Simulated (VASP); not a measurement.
# WS2 (R3m) in VASP: dielectric tensor with PBEsol

Aim: the dielectric tensor of WS2 with PBEsol.

All numbers are computed with VASP 6.6.1; they aren't measurements. Logs are shortened: lines on timing, memory, paths and dates and some standing lists are left out, and cuts for length are marked.

## 1. The cell of the first run

The structure is trigonal, space group R3m (No. 160). Conventional cell: a = 3.158 Å, b = 3.158 Å, c = 18.490 Å, α = 90.00°, β = 90.00°, γ = 120.00°. Within 3.2 Å of W (site symmetry 3m) lie 6 S at 2.39 to 2.42 Å and 6 W at 3.16 Å. S (site symmetry 3m) has 3 W at 2.42 Å and 7 S at 3.13 to 3.16 Å within 3.2 Å. S (site symmetry 3m) has 3 W at 2.39 Å and 7 S at 3.13 to 3.16 Å within 3.2 Å.

## 2. Dielectric tensor, PBEsol

INCAR reads:

```
SYSTEM = WS2
  PREC = Accurate
  ENCUT = 520
  EDIFF = 1E-8
  ISMEAR = 0
  SIGMA = 0.01
  LREAL = .FALSE.
  LASPH = .TRUE.
  NELM = 80
  ALGO = Normal
  ISIF = 2
  LWAVE = .FALSE.
  LCHARG = .FALSE.
  GGA = PS
  LEPSILON = .TRUE.
```

KPOINTS reads:

```
Automatic mesh
0
G
  8 8 8
  0 0 0
```

POSCAR reads:

```
WS2
1.0
    1.5790000000      0.9116360751      6.1633333333
   -1.5790000000      0.9116360751      6.1633333333
    0.0000000000     -1.8232721501      6.1633333333
W S
1 2
Direct
    0.0000000000      0.0000000000      0.0000000000
    0.5810000000      0.5810000000      0.5810000000
    0.7503000000      0.7503000000      0.7503000000
```

Potentials or basis: VASP PAW PBE potentials, release 64 (W_sv, S).

The run is started by

```console
$ cat potpaw_PBE.64/W_sv/POTCAR potpaw_PBE.64/S/POTCAR > POTCAR
$ mpirun -np 1 vasp_std > vasp.out
```

OUTCAR:

```text
SYSTEM = WS2
   PREC = Accurate
   ENCUT = 520
   EDIFF = 1E-8
   ISMEAR = 0
   LREAL = .FALSE.
   LASPH = .TRUE.
   NELM = 80
   ISIF = 2
   GGA = PS
   LEPSILON = .TRUE.

 ion  position               nearest neighbor table
   1  0.000  0.000  0.000-   3 2.39   3 2.39   3 2.39   2 2.42   2 2.42   2 2.42
   2  0.581  0.581  0.581-   1 2.42   1 2.42   1 2.42
   3  0.750  0.750  0.750-   1 2.39   1 2.39   1 2.39

  LATTYP: Found a trigonal (rhomboedric) cell.
 ALAT       =     6.4273633094
 COS(alpha) =     0.8792940837

  Lattice vectors:

 A1 = (   1.5790000000,   0.9116360751,   6.1633333333)
 A2 = (  -1.5790000000,   0.9116360751,   6.1633333333)
 A3 = (   0.0000000000,  -1.8232721501,   6.1633333333)

Analysis of symmetry for initial positions (statically):
=====================================================================
 Subroutine PRICEL returns:
 Original cell was already a primitive cell.

 Routine SETGRP: Setting up the symmetry group for a
 trigonal (rhombohedral) supercell.

 Subroutine GETGRP returns: Found  6 space group operations
 (whereof  6 operations were pure point group operations)
 out of a pool of 12 trial point group operations.

The static configuration has the point symmetry C_3v.

Analysis of symmetry for dynamics (positions and initial velocities):
=====================================================================
 Subroutine PRICEL returns:
 Original cell was already a primitive cell.

 Routine SETGRP: Setting up the symmetry group for a
 trigonal (rhombohedral) supercell.

 Subroutine GETGRP returns: Found  6 space group operations
 (whereof  6 operations were pure point group operations)
 out of a pool of 12 trial point group operations.

The dynamic configuration has the point symmetry C_3v.

 Subroutine INISYM returns: Found  6 space group operations
 (whereof  6 operations are pure point group operations),
 and found     1 'primitive' translations

----------------------------------------------------------------------------------------

                                     Primitive cell

  volume of cell :      53.2317

  direct lattice vectors                    reciprocal lattice vectors
     1.579000000  0.911636075  6.163333333     0.316656111  0.182821491  0.054083288
    -1.579000000  0.911636075  6.163333333    -0.316656111  0.182821491  0.054083288
     0.000000000 -1.823272150  6.163333333     0.000000000 -0.365642982  0.054083288

  length of vectors
     6.427363309  6.427363309  6.427363309     0.369621147  0.369621147  0.369621147

  position of ions in fractional coordinates (direct lattice)
     0.000000000  0.000000000  0.000000000
     0.581000000  0.581000000  0.581000000
     0.750300000  0.750300000  0.750300000

  ion indices of the primitive-cell ions
   primitive index   ion index
                 1           1
                 2           2
                 3           3

----------------------------------------------------------------------------------------

 KPOINTS: Automatic mesh

Automatic generation of k-mesh.
 Grid dimensions read from file:
 generate k-points for:    8    8    8

 Generating k-lattice:

  Cartesian coordinates                     Fractional coordinates (reciprocal lattice)
     0.039582014  0.022852686  0.006760411     0.125000000  0.000000000 -0.000000000
    -0.039582014  0.022852686  0.006760411     0.000000000  0.125000000 -0.000000000
     0.000000000 -0.045705373  0.006760411     0.000000000  0.000000000  0.125000000

  Length of vectors
     0.046202643  0.046202643  0.046202643

  Shift w.r.t. Gamma in fractional coordinates (k-lattice)
[... 76 lines left out ...]
   LORBIT       =      0    0 simple, 1 ext, 2 COOP (PROOUT), +10 PAW based schemes
   GGA     = PS    functional components
   LHFCALC =     F    Hartree Fock is set to
   AEXX    =    0.0000 exact exchange contribution
   IVDW    =     0    specifies the selected vdW correction
   LEPSILON=     T    determine dielectric tensor
   LRPA    =     F    only Hartree local field effects (RPA)
 non-spin polarized calculation
 Gauss-broadening in eV      SIGMA  =   0.01
  energy-cutoff  :      520.00
  volume of cell :       53.23
 maximum number of plane-waves:      1448
   NGX = 23   NGY = 23   NGZ = 23

--------------------------------------- Ionic step        1  -------------------------------------------

 number of electron      26.0000001 magnetization

 E-fermi :   7.5078     XC(G=0): -11.1155

 val. band max:        7.4014807197   @ k =   0.5000   0.5000   0.5000
 cond. band min:       8.5397751275   @ k =  -0.2500   0.1250   0.0000
 fundamental gap:      1.1382944078
 Fermi energy:         7.5078287403

 k-point     1 :       0.0000    0.0000    0.0000
  band No.  band energies     occupation
      1     -67.1913      2.00000
      2     -31.4609      2.00000
      3     -31.2785      2.00000
      4     -31.2785      2.00000
      5      -8.2557      2.00000
      6      -6.2414      2.00000
[... 457 lines left out ...]
      4     -31.3217      2.00000
      5      -7.2194      2.00000
      6      -6.0483      2.00000
[... 9 lines left out ...]
     16      10.1910      0.00000
     17      10.7968      0.00000

 [... further k-points ...]

  FORCE on cell =-STRESS in cart. coord.  units (eV):
  Direction    XX          YY          ZZ          XY          YZ          ZX
  --------------------------------------------------------------------------------------
  -------------------------------------------------------------------------------------
  Total       -0.2877451     -0.2877451      0.0703762      0.0000000      0.0000000      0.0000000
  in kB       -8.6605998     -8.6605998      2.1181940      0.0000000      0.0000000      0.0000000
  external PRESSURE =      -5.0676685 kB  Pullay stress =       0.0000000 kB

 VOLUME and BASIS-vectors are now :
 -----------------------------------------------------------------------------
  energy-cutoff  :      520.00
  volume of cell :       53.23
      direct lattice vectors                 reciprocal lattice vectors
     1.579000000  0.911636075  6.163333333     0.316656111  0.182821491  0.054083288
    -1.579000000  0.911636075  6.163333333    -0.316656111  0.182821491  0.054083288
     0.000000000 -1.823272150  6.163333333     0.000000000 -0.365642982  0.054083288

 POSITION                                       TOTAL-FORCE (eV/Angst)
 -----------------------------------------------------------------------------------
      0.00000      0.00000      0.00000         0.000000     -0.000000     -0.601688
      0.00000      0.00000     10.74269         0.000000      0.000000      0.348746
      0.00000      0.00000     13.87305         0.000000      0.000000      0.252942
 -----------------------------------------------------------------------------------
    total drift:                                0.000000     -0.000000      0.000016

  FREE ENERGIE OF THE ION-ELECTRON SYSTEM (eV)
  ---------------------------------------------------
  free  energy   TOTEN  =       -25.2632063370 eV

  energy  without entropy=      -25.2632063370  energy(sigma->0) =      -25.26320634

 HEAD OF MICROSCOPIC STATIC DIELECTRIC TENSOR (INDEPENDENT PARTICLE, excluding Hartree and local field effects)
 ------------------------------------------------------
          14.672557     0.000000     0.000000
           0.000000    14.672557     0.000000
           0.000000     0.000000     9.410674
 ------------------------------------------------------

 Free energy of the ion-electron system (eV)
  ---------------------------------------------------
  ---------------------------------------------------
  free energy    TOTEN  =        -2.00919075 eV

  energy without entropy =       -2.00919075

------------------------ aborting loop because EDIFF is reached ----------------------------------------

--------------------------------------- Ionic step        2  -------------------------------------------

------------------------ aborting loop because EDIFF is reached ----------------------------------------

--------------------------------------- Ionic step        3  -------------------------------------------

 Free energy of the ion-electron system (eV)
  ---------------------------------------------------
  ---------------------------------------------------
  free energy    TOTEN  =        -0.82522430 eV

  energy without entropy =       -0.82522430

------------------------ aborting loop because EDIFF is reached ----------------------------------------

 PIEZOELECTRIC TENSOR FIELD DIRECTION 3  (e Angst)
 -----------------------------------------------------------------------------
     0.01652 -0.00000  0.00000           ( -0.00384  0.00000  0.00000)
     0.00000  0.01652 -0.00000           (  0.00000 -0.00384 -0.00000)
    -0.00000 -0.00000 -0.14749           (  0.00000 -0.00000 -0.00779)

 PIEZOELECTRIC TENSOR FIELD DIRECTION 3  (C/m^2)
 -----------------------------------------------------------------------------
     0.00497 -0.00000  0.00000
     0.00000  0.00497 -0.00000
    -0.00000 -0.00000 -0.04439

 MACROSCOPIC STATIC DIELECTRIC TENSOR (including local field effects in DFT)
 ------------------------------------------------------
          13.912846     0.000000     0.000000
           0.000000    13.912846     0.000000
           0.000000     0.000000     6.291177
 ------------------------------------------------------

 PIEZOELECTRIC TENSOR (including local field effects)  for field in x, y, z        (e  Angst)
          XX          YY          ZZ          XY          YZ          ZX
  --------------------------------------------------------------------------------
  x     0.00000     0.00000     0.00000    -1.21387     0.00000    -0.08392
  y    -1.21387     1.21387    -0.00000     0.00000    -0.08393     0.00000
  z     0.01652     0.01652    -0.14749     0.00000    -0.00000     0.00000

 PIEZOELECTRIC TENSOR (including local field effects)  for field in x, y, z        (C/m^2)
          XX          YY          ZZ          XY          YZ          ZX
  --------------------------------------------------------------------------------
  x     0.00000     0.00000     0.00000    -0.36535     0.00000    -0.02526
  y    -0.36535     0.36535    -0.00000     0.00000    -0.02526     0.00000
  z     0.00497     0.00497    -0.04439     0.00000    -0.00000     0.00000

 BORN EFFECTIVE CHARGES (including local field effects) (in |e|, cummulative output)
 ---------------------------------------------------------------------------------
 ion    1
    1    -0.59145     0.00000     0.00000
    2     0.00000    -0.59145    -0.00000
    3     0.00000    -0.00000    -0.51054
 ion    2
    1     0.29692     0.00000     0.00000
    2     0.00000     0.29692     0.00000
    3     0.00000     0.00000     0.20392
 ion    3
    1     0.29453     0.00000     0.00000
    2     0.00000     0.29453     0.00000
    3     0.00000     0.00000     0.30662
```

Run time: 52 min. Hardware: 1 thread of Intel Xeon 8259CL, shared host; peak memory 0.77 GiB.

What came out:

```
Band gap on the k mesh                  : 1.14 eV (least direct gap 2.31 eV)
Electronic dielectric tensor (diagonal) : 13.91, 13.91, 6.29
Born charges (mean of the diagonal)     : W -0.56; S +0.27, +0.30 e
```

Electronic dielectric tensor:
```
13.91  0.00  0.00
 0.00 13.91  0.00
 0.00  0.00  6.29
```

Born effective charge tensors (e):
atom 1, W
```
-0.59  0.00  0.00
 0.00 -0.59  0.00
 0.00  0.00 -0.51
```
atom 2, S
```
0.30 0.00 0.00
0.00 0.30 0.00
0.00 0.00 0.20
```
atom 3, S
```
0.29 0.00 0.00
0.00 0.29 0.00
0.00 0.00 0.31
```

Caveat: the PAW data sets were made with another functional, which shifts forces and pressure a little; spin-orbit coupling is left out, which moves the levels of the heavy elements.
